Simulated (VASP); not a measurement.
Sn, 1 atom in the cell. The structure is cubic, space group Im-3m (No. 229). The conventional cell has a = 3.203 Å, b = 3.203 Å, c = 3.203 Å, α = 90.00°, β = 90.00°, γ = 90.00°. Sn (site symmetry m-3m) has 14 Sn at 2.77 to 3.20 Å within 3.7 Å. 

* Program: VASP 6.6.1
* Task: single point
* Functional: PBE
* Potentials or basis: VASP PAW PBE potentials, release 64 (Sn_d)
* Cutoff: 520 eV
* k mesh: 17 × 17 × 17
* Occupations: fermi-dirac, width 0.08 eV
* Spin: no spin polarisation
* Dipole correction: no
* Further INCAR settings: ALGO = Normal; EDIFF = 1e-06; NBANDS = 13

Potentials or basis: VASP PAW PBE potentials, release 64 (Sn_d).

Command:

```bash
$ cat potpaw_PBE.64/Sn_d/POTCAR > POTCAR
$ mpirun -np 1 vasp_std > vasp.out
```

Hardware: 1 thread of Intel(R) Xeon(R) Platinum 8488C (Sapphire Rapids), with other jobs on the host.

Problem. How long does it take, and how much memory?

Solution. Run time: 28 s on 1 thread of Intel(R) Xeon(R) Platinum 8488C (Sapphire Rapids), on a shared host, peak memory 0.16 GiB. Counts: scf iterations 11, k points 165.
